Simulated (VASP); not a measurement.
# F (Pm-3m) in VASP: a series of runs, part 2 of 3

VASP 6.6.1. Earlier steps stand in the parts before.

### 3 Single point, PBE

This run uses another cell than the first one, of 10.73 Å³/atom.

The input, INCAR:

```
PREC = Accurate
ENCUT = 520
EDIFF = 1E-7
ISMEAR = -1
SIGMA = 0.06122561905347299
LREAL = F
LASPH = T
NELM = 100
ALGO = Normal
ISIF = 2
LWAVE = F
LCHARG = T
GGA = PE
LELF = T
LVHAR = T
NBANDS = 10
```

The input, KPOINTS:

```
Automatic mesh
0
Gamma
  49 49 49
```

The input, POSCAR:

```
F
1.0
    2.2057281443      0.0000000000      0.0000000000
    0.0000000000      2.2057281443      0.0000000000
    0.0000000000      0.0000000000      2.2057281443
F
1
Direct
    0.0000000000      0.0000000000      0.0000000000
```

Potentials or basis: VASP PAW PBE potentials, release 64 (F).

Command:

```console
$ cat potpaw_PBE.64/F/POTCAR > POTCAR
$ mpirun -np 1 vasp_std > vasp.out
```

OUTCAR:

```text
PREC = Accurate
   ENCUT = 520
   EDIFF = 1E-7
   ISMEAR = -1
   LREAL = F
   LASPH = T
   NELM = 100
   ISIF = 2
   GGA = PE

 ion  position               nearest neighbor table
   1  0.000  0.000  0.000-

  LATTYP: Found a simple cubic cell.
 ALAT       =     2.2057281443

  Lattice vectors:

 A1 = (   2.2057281443,   0.0000000000,   0.0000000000)
 A2 = (   0.0000000000,   2.2057281443,   0.0000000000)
 A3 = (   0.0000000000,   0.0000000000,   2.2057281443)

Analysis of symmetry for initial positions (statically):
=====================================================================
 Subroutine PRICEL returns:
 Original cell was already a primitive cell.

 Routine SETGRP: Setting up the symmetry group for a
 simple cubic supercell.

 Subroutine GETGRP returns: Found 48 space group operations
 (whereof 48 operations were pure point group operations)
 out of a pool of 48 trial point group operations.

The static configuration has the point symmetry O_h .

Analysis of symmetry for dynamics (positions and initial velocities):
=====================================================================
 Subroutine PRICEL returns:
 Original cell was already a primitive cell.

 Routine SETGRP: Setting up the symmetry group for a
 simple cubic supercell.

 Subroutine GETGRP returns: Found 48 space group operations
 (whereof 48 operations were pure point group operations)
 out of a pool of 48 trial point group operations.

The dynamic configuration has the point symmetry O_h .

 Subroutine INISYM returns: Found 48 space group operations
 (whereof 48 operations are pure point group operations),
 and found     1 'primitive' translations

----------------------------------------------------------------------------------------

                                     Primitive cell

  volume of cell :      10.7314

  direct lattice vectors                    reciprocal lattice vectors
     2.205728144  0.000000000  0.000000000     0.453365027  0.000000000  0.000000000
     0.000000000  2.205728144  0.000000000     0.000000000  0.453365027  0.000000000
     0.000000000  0.000000000  2.205728144     0.000000000  0.000000000  0.453365027

  length of vectors
     2.205728144  2.205728144  2.205728144     0.453365027  0.453365027  0.453365027

  position of ions in fractional coordinates (direct lattice)
     0.000000000  0.000000000  0.000000000

  ion indices of the primitive-cell ions
   primitive index   ion index
                 1           1

----------------------------------------------------------------------------------------

 KPOINTS: Automatic mesh

Automatic generation of k-mesh.
 Grid dimensions read from file:
 generate k-points for:   49   49   49

 Generating k-lattice:

  Cartesian coordinates                     Fractional coordinates (reciprocal lattice)
     0.009252347  0.000000000  0.000000000     0.020408163  0.000000000  0.000000000
     0.000000000  0.009252347  0.000000000     0.000000000  0.020408163  0.000000000
     0.000000000  0.000000000  0.009252347     0.000000000  0.000000000  0.020408163

  Length of vectors
     0.009252347  0.009252347  0.009252347

  Shift w.r.t. Gamma in fractional coordinates (k-lattice)
     0.000000000  0.000000000  0.000000000

 Subroutine IBZKPT returns following result:
 ===========================================

 Found   2925 irreducible k-points:

 Following reciprocal coordinates:
            Coordinates               Weight
  0.000000  0.000000  0.000000      1.000000
  0.020408  0.000000  0.000000      6.000000
  0.040816  0.000000  0.000000      6.000000
  0.061224  0.000000  0.000000      6.000000
  0.081633  0.000000  0.000000      6.000000
  0.102041  0.000000  0.000000      6.000000
[... 16 lines left out ...]
  0.448980  0.000000  0.000000      6.000000
  0.469388  0.000000  0.000000      6.000000
 [... further k-points ...]
   k-points           NKPTS =   2925   k-points in BZ     NKDIM =   2925   number of bands    NBANDS=     10
   number of dos      NEDOS =    301   number of ions     NIONS =      1
   total plane-waves  NPLWV =   4096
   dimension x,y,z NGX =    16 NGY =   16 NGZ =   16
   dimension x,y,z NGXF=    32 NGYF=   32 NGZF=   32
   ions per type =               1
   NGX,Y,Z   is equivalent  to a cutoff of  12.06, 12.06, 12.06 a.u.
   NGXF,Y,Z  is equivalent  to a cutoff of  24.12, 24.12, 24.12 a.u.
 SYSTEM =  unknown system
   PREC   = accura    normal or accurate (medium, high low for compatibility)
   ISTART =      0    job   : 0-new  1-cont  2-samecut
   ICHARG =      2    charge: 1-file 2-atom 10-const
   ISPIN  =      1    spin polarized calculation?
   LNONCOLLINEAR =      F non collinear calculations
   LSORBIT =      F    spin-orbit coupling
   LASPH  =      T    aspherical Exc in radial PAW
   ENCUT  =  520.0 eV  38.22 Ry    6.18 a.u.   4.10  4.10  4.10*2*pi/ulx,y,z
   NELM   =    100;   NELMIN=  2; NELMDL= -5     # of ELM steps
   EDIFF  = 0.1E-06   stopping-criterion for ELM
   LREAL  =      F    real-space projection
   EDIFFG = 0.1E-05   stopping-criterion for IOM
   NSW    =      0    number of steps for IOM
   IBRION =     -1    ionic relax: 0-MD 1-quasi-New 2-CG
   NFREE  =      0    steps in history (QN), initial steepest desc. (CG)
   ISIF   =      2    stress and relaxation
   ISYM   =      2    0-nonsym 1-usesym 2-fastsym
   POTIM  = 0.5000    time-step for ionic-motion
   TEBEG  =    0.0;   TEEND  =   0.0 temperature during run
   PSTRESS=    0.0 pullay stress
   NELECT =       7.0000    total number of electrons
   NUPDOWN=      -1.0000    fix difference up-down
   EMIN   =  10.00;   EMAX   =-10.00  energy-range for DOS
   EFERMI =   0.00;   METHOD = LEGACY
   ISMEAR =    -1;   SIGMA  =   0.06  broadening in eV -4-tet -1-fermi 0-gaus
   EFERMI_NEDOS =   21; number of points for ismear=-14 and -15
   IALGO  =     38    algorithm
   IMIX   =      4    mixing-type and parameters
     AMIX     =   0.40;   BMIX     =  1.00
     AMIX_MAG =   1.60;   BMIX_MAG =  1.00
  volume/ion in A,a.u.               =      10.73        72.42
  Fermi-wavevector in a.u.,A,eV,Ry     =   1.419784  2.683002 27.426431  2.015786
  Thomas-Fermi vector in A             =   2.540768
   LORBIT       =      0    0 simple, 1 ext, 2 COOP (PROOUT), +10 PAW based schemes
   GGA     = PE    functional components
   LHFCALC =     F    Hartree Fock is set to
   AEXX    =    0.0000 exact exchange contribution
   IVDW    =     0    specifies the selected vdW correction
   LEPSILON=     F    determine dielectric tensor
   LRPA    =     F    only Hartree local field effects (RPA)
 non-spin polarized calculation
  energy-cutoff  :      520.00
  volume of cell :       10.73
 maximum number of plane-waves:       300
   NGX =  9   NGY =  9   NGZ =  9

 number of electron       7.0000008 magnetization

 Free energy of the ion-electron system (eV)
  ---------------------------------------------------
  ext. energy  EPLUGINS =         0.00000000
  ---------------------------------------------------
  free energy    TOTEN  =        -1.05194137 eV

  energy without entropy =       -1.02835856  energy(sigma->0) =       -1.04014996

 E-fermi :  -3.4117     XC(G=0):  -9.8162

 val. band max:       -3.4119894930   @ k =   0.4490   0.1020   0.1020
 cond. band min:      -3.4114318633   @ k =   0.3061   0.2653   0.1020
 fundamental gap:      0.0005576298
 Fermi energy:        -3.4117260000

 k-point     1 :       0.0000    0.0000    0.0000
  band No.  band energies     occupation
      1     -25.6405      2.00000
      2      -3.5128      1.67818
      3      -3.5128      1.67818
      4      -3.5128      1.67818
      5       9.0209      0.00000
      6      24.9124      0.00000
      7      24.9124      0.00000
      8      36.1969      0.00000
      9      36.1969      0.00000
     10      36.1969      0.00000

 k-point     2 :       0.0204    0.0000    0.0000
  band No.  band energies     occupation
      1     -25.6361      2.00000
      2      -3.5350      1.76454
      3      -3.5111      1.67058
      4      -3.5111      1.67058
      5       9.0397      0.00000
      6      24.9007      0.00000
      7      24.9242      0.00000
      8      36.1878      0.00000
      9      36.1878      0.00000
     10      36.1969      0.00000
[... 274 lines left out ...]
 k-point    24 :       0.4694    0.0000    0.0000
  band No.  band energies     occupation
      1     -24.4514      2.00000
      2      -8.0179      2.00000
      3      -3.0887      0.01017
      4      -3.0887      0.01017
      5      15.0992      0.00000
      6      17.8138      0.00000
      7      29.7467      0.00000
      8      33.5180      0.00000
      9      33.5180      0.00000
     10      36.5970      0.00000

 [... further k-points ...]
[... 5 lines left out ...]
  --------------------------------------------------------------------------------------
  -------------------------------------------------------------------------------------
  Total       -0.1229252     -0.1229252     -0.1229252     -0.0000000      0.0000000     -0.0000000
  in kB      -18.3525168    -18.3525168    -18.3525168     -0.0000000      0.0000000     -0.0000000
  external PRESSURE =     -18.3525168 kB  Pullay stress =       0.0000000 kB

 VOLUME and BASIS-vectors are now :
 -----------------------------------------------------------------------------
  energy-cutoff  :      520.00
  volume of cell :       10.73
      direct lattice vectors                 reciprocal lattice vectors
     2.205728144  0.000000000  0.000000000     0.453365027  0.000000000  0.000000000
     0.000000000  2.205728144  0.000000000     0.000000000  0.453365027  0.000000000
     0.000000000  0.000000000  2.205728144     0.000000000  0.000000000  0.453365027

 POSITION                                       TOTAL-FORCE (eV/Angst)
 -----------------------------------------------------------------------------------
      0.00000      0.00000      0.00000         0.000000      0.000000      0.000000
 -----------------------------------------------------------------------------------
    total drift:                                0.000000     -0.000000      0.000000

  FREE ENERGIE OF THE ION-ELECTRON SYSTEM (eV)
  ---------------------------------------------------
  free  energy   TOTEN  =        -1.0519413653 eV

  energy  without entropy=       -1.0283585582  energy(sigma->0) =       -1.04014996
```

OSZICAR:

```text
N       E                     dE             d eps       ncg     rms          rms(c)
DAV:   1     0.137589751685E+02    0.13759E+02   -0.37094E+03 62702   0.605E+02
DAV:   2    -0.920964169746E+00   -0.14680E+02   -0.14281E+02 65996   0.119E+02
DAV:   3    -0.105069709519E+01   -0.12973E+00   -0.12831E+00 68672   0.918E+00
DAV:   4    -0.105081542302E+01   -0.11833E-03   -0.11833E-03 63760   0.352E-01
DAV:   5    -0.105081563052E+01   -0.20751E-06   -0.20814E-06 65522   0.131E-02    0.176E-01
DAV:   6    -0.105142901510E+01   -0.61338E-03   -0.45812E-04 66180   0.158E-01    0.103E-01
DAV:   7    -0.105185787021E+01   -0.42886E-03   -0.17965E-04 65804   0.104E-01    0.373E-02
DAV:   8    -0.105194072094E+01   -0.82851E-04   -0.51313E-05 64808   0.606E-02    0.415E-03
DAV:   9    -0.105194139439E+01   -0.67345E-06   -0.11241E-06 65448   0.960E-03    0.510E-04
DAV:  10    -0.105194136527E+01    0.29117E-07   -0.21933E-08 64318   0.110E-03
   1 F= -.10519414E+01 E0= -.10401500E+01  d E =-.235828E-01
```

stdout:

```text
POSCAR found type information on POSCAR F
 POSCAR found :  1 types and       1 ions
 scaLAPACK will be used
 LDA part: xc-table for (Slater+PW92), standard interpolation
 POSCAR, INCAR and KPOINTS ok, starting setup
 FFT: planning ... GRIDC
 FFT: planning ... GRID_SOFT
 FFT: planning ... GRID
 WAVECAR not read
 entering main loop
```

Wall time 1.9 min (1 thread of Intel Xeon Platinum 8259CL at 2.50GHz (Skylake/Cascade Lake), shared host); peak memory 0.34 GiB.

Results:

| Item | Value |
| --- | --- |
| Free energy | -1.0519 eV |
| Pressure | -1.8 GPa |
| Band gap on the k mesh | zero (an odd number of electrons rules out a gap without spin polarisation) |

Caveat: the nearest neighbours stand farther apart than a usual bond; an odd number of electrons without spin polarisation forces a metal; a magnetic or distorted state may lie lower.

### 4 Single point, PBE

This run uses another cell than the first one, of 10.94 Å³/atom.

The input, INCAR:

```
PREC = Accurate
ENCUT = 520
EDIFF = 1E-6
ISMEAR = -1
SIGMA = 0.06122561905347299
LREAL = False
LASPH = True
NELM = 100
ALGO = Normal
ISIF = 2
LWAVE = False
LCHARG = True
GGA = PE
LELF = True
LVHAR = True
NBANDS = 10
```

KPOINTS is that of step 3.

The input, POSCAR:

```
F
1.0
    2.2200514557      0.0000000000      0.0000000000
    0.0000000000      2.2200514557      0.0000000000
    0.0000000000      0.0000000000      2.2200514557
F
1
Direct
    0.0000000000      0.0000000000      0.0000000000
```

Command:

```console
$ cat potpaw_PBE.64/F/POTCAR > POTCAR
$ mpirun -np 1 vasp_std > vasp.out
```

Wall time 3.7 min (1 thread of Intel Xeon Platinum 8259CL at 2.50GHz (Skylake/Cascade Lake), shared host); peak memory 0.35 GiB.

The run converged. Its results:

| Quantity | Value |
| --- | --- |
| Free energy | -1.0497 eV |
| Pressure | -2.8 GPa |
| Band gap on the k mesh | zero (an odd number of electrons rules out a gap without spin polarisation) |

Levels at points of the mesh, in eV from the Fermi level:
```csv
k point,band 2,band 3,band 4,band 5,band 6,band 7
"(0.00, 0.00, 0.00)",-0.10,-0.10,-0.10,12.33,28.18,28.18
```

Caveat: the nearest neighbours stand farther apart than a usual bond; an odd number of electrons without spin polarisation forces a metal; a magnetic or distorted state may lie lower.

(Part 2 of 3 ends here.)
